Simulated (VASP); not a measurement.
# F (C2/m) in VASP: notebook, part 2 of 2

VASP 6.6.1.

## Step 3: Single point, PBE (15.89 Å³/atom)

This run uses another cell than the first one, of 15.89 Å³/atom.

INCAR

```
SYSTEM = F
ALGO = Normal ; EDIFF = 1E-6
ENCUT = 600 ; GGA = PE
GGA_COMPAT = .False. ; ISIF = 2
ISMEAR = 0 ; LASPH = .True.
LCHARG = .False. ; LREAL = .False.
LWAVE = .False. ; NBANDS = 22
NELM = 120 ; PREC = Accurate
SIGMA = 0.01
```

KPOINTS

```
k-points
0
Gamma
  4 4 2
  0 0 0
```

POSCAR

```
F
1.0
    2.7739028663     -1.6016540693     -0.0121577293
    2.7739028663      1.6016540693     -0.0121577293
   -2.2282992942      0.0000000000      7.1609275213
F
4
Direct
    0.5042747577      0.5042747577      0.4047570439
    0.0825967397      0.0825967397      0.0951117768
    0.4957252423      0.4957252423      0.5952429561
    0.9174032603      0.9174032603      0.9048882232
```

Potentials or basis: VASP PAW PBE potentials, release 64 (F).

On the command line:

```
> cat potpaw_PBE.64/F/POTCAR > POTCAR
> mpirun -np 1 vasp_std > vasp.out
```

OUTCAR:

```text
SYSTEM = F
   EDIFF = 1E-6
   ENCUT = 600
   GGA = PE
   ISIF = 2
   ISMEAR = 0
   LASPH = .True.
   LREAL = .False.
   NELM = 120
   PREC = Accurate

 ion  position               nearest neighbor table
   1  0.504  0.504  0.405-   3 1.44
   2  0.083  0.083  0.095-   4 1.44
   3  0.496  0.496  0.595-   1 1.44
   4  0.917  0.917  0.905-   2 1.44

[... 538 lines left out ...]

  FORCE on cell =-STRESS in cart. coord.  units (eV):
  Direction    XX          YY          ZZ          XY          YZ          ZX
  --------------------------------------------------------------------------------------
  -------------------------------------------------------------------------------------
  Total        0.0177980      0.1863033     -1.5256859      0.0000000      0.0000000     -0.0210779
  in kB        0.4487607      4.6974766    -38.4688496      0.0000000      0.0000000     -0.5314613
  external PRESSURE =     -11.1075374 kB  Pullay stress =       0.0000000 kB

 VOLUME and BASIS-vectors are now :
 -----------------------------------------------------------------------------
  energy-cutoff  :      600.00
  volume of cell :       63.54
      direct lattice vectors                 reciprocal lattice vectors
     2.773902866 -1.601654069 -0.012157729     0.180497616 -0.312177273  0.056166287
     2.773902866  1.601654069 -0.012157729     0.180497616  0.312177273  0.056166287
    -2.228299294  0.000000000  7.160927521     0.000612893  0.000000000  0.139837431

 POSITION                                       TOTAL-FORCE (eV/Angst)
 -----------------------------------------------------------------------------------
      1.89570      0.00000      2.88617        -0.198375      0.000000      0.528364
      0.24629      0.00000      0.67908        -0.203397      0.000000     -0.511881
      1.42381      0.00000      4.25044         0.198375      0.000000     -0.528364
      3.07321      0.00000      6.45753         0.203397      0.000000      0.511881
 -----------------------------------------------------------------------------------
    total drift:                                0.000000      0.000000      0.000000

  FREE ENERGIE OF THE ION-ELECTRON SYSTEM (eV)
  ---------------------------------------------------
  free  energy   TOTEN  =        -7.2846728297 eV

  energy  without entropy=       -7.2846728297  energy(sigma->0) =       -7.28467283
```

OSZICAR:

```text
N       E                     dE             d eps       ncg     rms          rms(c)
DAV:   1     0.185411664382E+03    0.18541E+03   -0.16953E+04   616   0.132E+03
DAV:   2     0.249739035690E+00   -0.18516E+03   -0.17856E+03   804   0.301E+02
DAV:   3    -0.883474306128E+01   -0.90845E+01   -0.90260E+01   700   0.639E+01
DAV:   4    -0.889199959812E+01   -0.57257E-01   -0.57252E-01   670   0.581E+00
DAV:   5    -0.889230963237E+01   -0.31003E-03   -0.31003E-03   694   0.417E-01    0.112E+01
DAV:   6    -0.770683114940E+01    0.11855E+01   -0.40500E-01   640   0.643E+00    0.633E+00
DAV:   7    -0.728630233329E+01    0.42053E+00   -0.56351E-01   628   0.711E+00    0.650E-01
DAV:   8    -0.728442199404E+01    0.18803E-02   -0.68362E-02   682   0.189E+00    0.108E-01
DAV:   9    -0.728458969760E+01   -0.16770E-03   -0.75161E-04   676   0.214E-01    0.598E-02
DAV:  10    -0.728467272531E+01   -0.83028E-04   -0.95350E-05   682   0.913E-02    0.169E-02
DAV:  11    -0.728467292886E+01   -0.20355E-06   -0.11225E-05   694   0.361E-02    0.424E-03
DAV:  12    -0.728467282966E+01    0.99198E-07   -0.19702E-06   558   0.147E-02
   1 F= -.72846728E+01 E0= -.72846728E+01  d E =-.550862E-85
```

Wall time 19 s (1 thread of Intel Xeon 8259CL, shared host); peak memory 0.17 GiB.

Results:

```yaml
Free_energy: -7.2847 eV
Pressure: -1.1 GPa
Largest_force: 0.564 eV/Å
Band_gap_on_the_k_mesh: 2.36 eV (least direct gap 2.40 eV)
```

Forces on the atoms (eV/Å):
```
F   -0.198  0.000  0.528
F   -0.203  0.000 -0.512
F    0.198  0.000 -0.528
F    0.203  0.000  0.512
```

Levels at points of the mesh, in eV from the valence-band top:
```
           k point  band 12  band 13  band 14  band 15  band 16  band 17
(0.00, 0.00, 0.00)    -0.16    -0.14    -0.04     2.36     3.34     9.27
(0.50, 0.00, 0.00)    -0.53    -0.30    -0.22     2.94     3.00    13.92
(0.50, 0.50, 0.00)    -0.35    -0.29     0.00     2.88     2.97    14.06
(0.00, 0.00, 0.50)    -0.20    -0.11    -0.07     2.82     2.88    10.06
(0.50, 0.00, 0.50)    -0.41    -0.35    -0.11     2.75     3.15    13.97
(0.50, 0.50, 0.50)    -0.46    -0.16    -0.11     2.93     2.98    13.85
```

Caveat: the k points lie up to 0.57 Å⁻¹ apart.
